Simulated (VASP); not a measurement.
Runs of VASP 6.6.1 on SnTe. The structure is that of space group Fm-3m (No. 225), or close to it. The cells are those of the table. 

```csv
task,cell,gap on the mesh (eV),pressure (GPa)
single point,"a = 4.464 Å, angles 60.0°, 2 atoms",-,2.0
electric field gradients,"a = 4.479 Å, angles 60.0°, 2 atoms",-,1.5
electric field gradients,"a = 4.420 Å, angles 61.3°, 2 atoms",0.21,2.0
electric field gradients,"a = 4.464 Å, angles 60.0°, 2 atoms",-,2.0
single point,"a = 4.486 Å, angles 59.3°, 2 atoms",(a),2.0
```

Alike in all rows: level PBE; potentials or basis VASP PAW PBE potentials, release 64 (Sn_d, Te); no spin polarisation; k mesh 11 × 11 × 11; cutoff (eV) 520; smearing fermi-dirac 0.08 eV.

Estimate the missing entries.

(a) 0.30.

Caveats: spin-orbit coupling is left out, which moves the levels of the heavy elements.

A k mesh can miss the band edges, and the runs leave out spin-orbit coupling on Sn, Te.
